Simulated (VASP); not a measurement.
Runs of VASP 6.6.1 on InSe5. The structure is that of space group P6/mmm (No. 191), or close to it. The cells are those of the table. The cell was built from a structure type or drawn by symmetry, and may not be a known phase.

```tsv
task	cell	k mesh	cutoff (eV)	gap on the mesh (eV)	pressure (GPa)	relaxed volume (Å³/atom)
single point	a = 7.174, b = 7.174, c = 3.651 Å, angles 90.0, 90.0, 120.0°, 6 atoms	6 × 6 × 10	520	none	0.0	-
single point	a = 6.229, b = 6.229, c = 5.104 Å, angles 90.0, 90.0, 120.0°, 6 atoms	3 × 3 × 4	520	none	-5.4	-
relaxation of cell and atoms	relaxed from a = 7.255, b = 7.255, c = 3.578 Å, angles 90.0, 90.0, 120.0°, 6 atoms	3 × 3 × 6	600	none	0.1	27.00
relaxation of cell and atoms	relaxed from a = 7.181, b = 7.181, c = 3.659 Å, angles 90.0, 90.0, 120.0°, 6 atoms	6 × 6 × 10	600	none	0.0	27.13
single point	a = 7.181, b = 7.181, c = 3.659 Å, angles 90.0, 90.0, 120.0°, 6 atoms	3 × 3 × 6	520	none	(a)	-
```

Alike in all rows: level PBE; potentials or basis VASP PAW PBE potentials, release 64 (In_d, Se); no spin polarisation; smearing gaussian 0.1 eV.

**Question.** Fill in the values left out.

**Answer.** (a) -0.2.

Caveats: some runs use coarse meshes; spin-orbit coupling is left out, which moves the levels of the heavy elements.

A k mesh can miss the band edges, and the runs leave out spin-orbit coupling on In, Se.

A gap of «none» marks levels without a gap at the run's occupations.
